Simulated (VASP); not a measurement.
# H (P2_12_12_1) in VASP: relaxation of cell and atoms with PBE

Aim: the relaxation of cell and atoms of H with PBE.

Everything below comes from runs of VASP 6.6.1. Logs are shortened: lines on timing, memory, paths and dates and some standing lists are left out, and cuts for length are marked.

## 1. The cell of the first run

It takes space group P2_12_12_1 (No. 19, orthorhombic). Conventional cell: a = 7.177 Å, b = 7.187 Å, c = 7.208 Å, α = 90.00°, β = 90.00°, γ = 90.00°. Within 1.0 Å of H (site symmetry 1) lie 1 H at 0.74 Å. Within 1.0 Å of H (site symmetry 1) lie 1 H at 0.74 Å.

## 2. Relaxation of cell and atoms, PBE

The input, INCAR:

```
SYSTEM = H
PREC = Accurate
ENCUT = 600
EDIFF = 1E-6
ISMEAR = 0
SIGMA = 0.02
LREAL = .FALSE.
LASPH = .TRUE.
NELM = 60
ALGO = Normal
ISIF = 3
LWAVE = .FALSE.
LCHARG = .FALSE.
GGA = PE
IBRION = 2
NSW = 100
EDIFFG = -0.01
```

The input, KPOINTS:

```
Automatic mesh
0
G
  4 4 4
  0 0 0
```

The input, POSCAR:

```
H
1.0
    7.1772243400      0.0000000000      0.0000000000
    0.0000000000      7.1869279200      0.0000000000
    0.0000000000      0.0000000000      7.2081540300
H
8
Direct
    0.3655326100      0.7217362900      0.6472593300
    0.8655326100      0.7782637100      0.3527406700
    0.6344673900      0.2217362900      0.8527406700
    0.1344673900      0.2782637100      0.1472593300
    0.6445223500      0.1492589600      0.7802707100
    0.1445223500      0.3507410400      0.2197292900
    0.3554776500      0.6492589600      0.7197292900
    0.8554776500      0.8507410400      0.2802707100
```

Potentials or basis: VASP PAW PBE potentials, release 64 (H).

Run with:

```console
> cat potpaw_PBE.64/H/POTCAR > POTCAR
> mpirun -np 1 vasp_std > vasp.out
```

OUTCAR:

```text
SYSTEM = H
   PREC = Accurate
   ENCUT = 600
   EDIFF = 1E-6
   ISMEAR = 0
   LREAL = .FALSE.
   LASPH = .TRUE.
   NELM = 60
   ISIF = 3
   GGA = PE
   IBRION = 2
   NSW = 100
   EDIFFG = -0.01

 ion  position               nearest neighbor table
   1  0.366  0.722  0.647-   7 0.74
   2  0.866  0.778  0.353-   8 0.74
   3  0.634  0.222  0.853-   5 0.74
   4  0.134  0.278  0.147-   6 0.74
   5  0.645  0.149  0.780-   3 0.74
   6  0.145  0.351  0.220-   4 0.74
   7  0.355  0.649  0.720-   1 0.74
   8  0.855  0.851  0.280-   2 0.74

  LATTYP: Found a simple orthorhombic cell.
 ALAT       =     7.1772243400
 B/A-ratio  =     1.0013519962
 C/A-ratio  =     1.0043094222

  Lattice vectors:

 A1 = (   7.1772243400,   0.0000000000,   0.0000000000)
 A2 = (   0.0000000000,   7.1869279200,   0.0000000000)
 A3 = (   0.0000000000,   0.0000000000,   7.2081540300)

Analysis of symmetry for initial positions (statically):
=====================================================================
 Subroutine PRICEL returns:
 Original cell was already a primitive cell.

 Routine SETGRP: Setting up the symmetry group for a
 simple orthorhombic supercell.

 Subroutine GETGRP returns: Found  4 space group operations
 (whereof  1 operations were pure point group operations)
 out of a pool of  8 trial point group operations.

The static configuration has the point symmetry C_1 .
 The point group associated with its full space group is D_2 .

Analysis of symmetry for dynamics (positions and initial velocities):
=====================================================================
 Subroutine PRICEL returns:
 Original cell was already a primitive cell.

 Routine SETGRP: Setting up the symmetry group for a
 simple orthorhombic supercell.

 Subroutine GETGRP returns: Found  4 space group operations
 (whereof  1 operations were pure point group operations)
 out of a pool of  8 trial point group operations.

The dynamic configuration has the point symmetry C_1 .
 The point group associated with its full space group is D_2 .

 Subroutine INISYM returns: Found  4 space group operations
 (whereof  1 operations are pure point group operations),
 and found     1 'primitive' translations

----------------------------------------------------------------------------------------

                                     Primitive cell

  volume of cell :     371.8124
[... 117 lines left out ...]
   EFERMI_NEDOS =   21; number of points for ismear=-14 and -15
   IALGO  =     38    algorithm
   IMIX   =      4    mixing-type and parameters
     AMIX     =   0.40;   BMIX     =  1.00
     AMIX_MAG =   1.60;   BMIX_MAG =  1.00
  volume/ion in A,a.u.               =      46.48       313.64
  Fermi-wavevector in a.u.,A,eV,Ry     =   0.455334  0.860457  2.820885  0.207329
  Thomas-Fermi vector in A             =   1.438862
   LORBIT       =      0    0 simple, 1 ext, 2 COOP (PROOUT), +10 PAW based schemes
   GGA     = PE    functional components
   LHFCALC =     F    Hartree Fock is set to
   AEXX    =    0.0000 exact exchange contribution
   IVDW    =     0    specifies the selected vdW correction
   LEPSILON=     F    determine dielectric tensor
   LRPA    =     F    only Hartree local field effects (RPA)
 conjugate gradient relaxation of ions
 non-spin polarized calculation
 Gauss-broadening in eV      SIGMA  =   0.02
  energy-cutoff  :      600.00
  volume of cell :      371.81
 maximum number of plane-waves:     12453
 NGX is ok and might be reduce to    60
   NGX = 29   NGY = 29   NGZ = 29

--------------------------------------- Ionic step        1  -------------------------------------------

 number of electron       8.0000001 magnetization

 Free energy of the ion-electron system (eV)
  ---------------------------------------------------
  ext. energy  EPLUGINS =         0.00000000
  ---------------------------------------------------
  free energy    TOTEN  =       -27.10715644 eV

  energy without entropy =      -27.10715644  energy(sigma->0) =      -27.10715644

------------------------ aborting loop because EDIFF is reached ----------------------------------------

  FORCE on cell =-STRESS in cart. coord.  units (eV):
  Direction    XX          YY          ZZ          XY          YZ          ZX
  --------------------------------------------------------------------------------------
  -------------------------------------------------------------------------------------
  Total       -0.0600167      0.3776455      0.3917433      0.0000000      0.0000000      0.0000000
  in kB       -0.2586181      1.6273129      1.6880617      0.0000000      0.0000000      0.0000000
  external PRESSURE =       1.0189188 kB  Pullay stress =       0.0000000 kB
[... 71 lines left out ...]
--------------------------------------- Ionic step        3  -------------------------------------------

 number of electron       8.0000001 magnetization

 Free energy of the ion-electron system (eV)
  ---------------------------------------------------
  ext. energy  EPLUGINS =         0.00000000
  ---------------------------------------------------
  free energy    TOTEN  =       -27.11251180 eV

  energy without entropy =      -27.11251180  energy(sigma->0) =      -27.11251180

 E-fermi :  -9.8341     XC(G=0):  -2.6249

 val. band max:       -9.9515464309   @ k =   0.0000   0.0000   0.2500
 cond. band min:      -0.2242886919   @ k =   0.5000   0.0000   0.5000
 fundamental gap:      9.7272577390
 Fermi energy:        -9.8340723595

 k-point     1 :       0.0000    0.0000    0.0000
  band No.  band energies     occupation
      1     -10.1154      2.00000
      2     -10.0095      2.00000
      3      -9.9666      2.00000
      4      -9.9518      2.00000
      5      -0.1634      0.00000
      6       0.2500      0.00000
      7       0.3204      0.00000
      8       1.1284      0.00000
      9       1.4202      0.00000
[... 265 lines left out ...]
 k-point    24 :       0.5000    0.2500    0.5000
  band No.  band energies     occupation
      1     -10.0449      2.00000
      2     -10.0449      2.00000
      3      -9.9752      2.00000
      4      -9.9752      2.00000
      5      -0.1689      0.00000
      6      -0.1689      0.00000
      7       0.4593      0.00000
      8       0.4593      0.00000
      9       1.3029      0.00000

 [... further k-points ...]

------------------------ aborting loop because EDIFF is reached ----------------------------------------

  FORCE on cell =-STRESS in cart. coord.  units (eV):
  Direction    XX          YY          ZZ          XY          YZ          ZX
  --------------------------------------------------------------------------------------
  -------------------------------------------------------------------------------------
  Total       -0.0706333     -0.0791692     -0.0678147      0.0000000      0.0000000      0.0000000
  in kB       -0.3040095     -0.3407487     -0.2918783      0.0000000      0.0000000      0.0000000
  external PRESSURE =      -0.3122121 kB  Pullay stress =       0.0000000 kB
[... 23 lines left out ...]
  FREE ENERGIE OF THE ION-ELECTRON SYSTEM (eV)
  ---------------------------------------------------
  free  energy   TOTEN  =       -27.1125117990 eV

  energy  without entropy=      -27.1125117990  energy(sigma->0) =      -27.11251180

 reached required accuracy - stopping structural energy minimisation
```

OSZICAR:

```text
N       E                     dE             d eps       ncg     rms          rms(c)
DAV:   1     0.111818717321E+02    0.11182E+02   -0.23812E+03   486   0.588E+02
DAV:   2    -0.263117641760E+02   -0.37494E+02   -0.37380E+02   499   0.106E+02
DAV:   3    -0.298699305979E+02   -0.35582E+01   -0.35567E+01   567   0.389E+01
[... 23 lines left out ...]
DAV:   3    -0.271124882120E+02    0.62013E-03   -0.21197E-03   641   0.229E-01    0.154E-02
DAV:   4    -0.271125008117E+02   -0.12600E-04   -0.79744E-06   534   0.183E-02    0.827E-03
DAV:   5    -0.271125104196E+02   -0.96079E-05   -0.26034E-06   522   0.147E-02    0.937E-04
DAV:   6    -0.271125115473E+02   -0.11277E-05   -0.19020E-07   594   0.340E-03    0.470E-04
DAV:   7    -0.271125117990E+02   -0.25166E-06   -0.51602E-08   526   0.171E-03
   3 F= -.27112512E+02 E0= -.27112512E+02  d E =-.535536E-02
```

CONTCAR:

```text
H
   1.00000000000000
     7.1765125347386105    0.0000000000000000    0.0000000000000000
     0.0000000000000000    7.1914128961476971    0.0000000000000000
     0.0000000000000000    0.0000000000000000    7.2128201742307327
  H
     8
Direct
     0.3655890409080657    0.7221418493324417    0.6468528158893910
     0.8655890409080657    0.7778581506675583    0.3531471841106090
     0.6344109590919343    0.2221418493324417    0.8531471841106090
     0.1344109590919343    0.2778581506675583    0.1468528158893910
     0.6445764557528224    0.1488518693390436    0.7798663845063256
     0.1445764557528224    0.3511481306609563    0.2201336154936744
     0.3554235442471776    0.6488518693390436    0.7201336154936744
     0.8554235442471776    0.8511481306609564    0.2798663845063257

  0.00000000E+00  0.00000000E+00  0.00000000E+00
  0.00000000E+00  0.00000000E+00  0.00000000E+00
  0.00000000E+00  0.00000000E+00  0.00000000E+00
  0.00000000E+00  0.00000000E+00  0.00000000E+00
  0.00000000E+00  0.00000000E+00  0.00000000E+00
  0.00000000E+00  0.00000000E+00  0.00000000E+00
  0.00000000E+00  0.00000000E+00  0.00000000E+00
  0.00000000E+00  0.00000000E+00  0.00000000E+00
```

It took 3.3 min on 1 thread of Intel Xeon Platinum 8488C (Sapphire Rapids), shared host; peak memory 0.54 GiB.

Results:

```yaml
Free_energy: -27.1125 eV
Relaxed_volume: 46.53 Å³/atom
Relaxed_cell: a = 7.177 Å, b = 7.191 Å, c = 7.213 Å, α = 90.00°, β = 90.00°, γ = 90.00°
Space_group_after_relaxing_to_0.1_Å: P2_12_12_1 (No. 19)
Energy_gained_by_relaxing: 0.7 meV/atom
Ionic_steps: 3
Pressure_after_relaxing: 0.0 GPa
Band_gap_on_the_k_mesh: 9.73 eV (least direct gap 9.74 eV)
```

Step by step:
| step | energy change (eV) | largest force (eV/Å) | pressure (GPa) | volume (Å³) |
| --- | --- | --- | --- | --- |
| 1 | 0.0000 | 0.3122 | 0.10 | 371.81 |
| 2 | 0.0298 | 0.7390 | -0.36 | 373.40 |
| 3 | -0.0054 | 0.0017 | -0.03 | 372.25 |

Final structure:
```
H
1.0
     7.17651    0.00000    0.00000
     0.00000    7.19141    0.00000
     0.00000    0.00000    7.21282
H
8
Cartesian
  2.6237 5.1932 4.6656
  6.2119 5.5939 2.5472
  4.5529 1.5975 6.1536
  0.9646 1.9982 1.0592
  4.6258 1.0705 5.6250
  1.0376 2.5253 1.5878
  2.5507 4.6662 5.1942
  6.1390 6.1210 2.0186
```

Caveat: this functional lacks dispersion, which holds the molecules together, so the pressure and a relaxed volume are unreliable. A k mesh can miss the band edges.
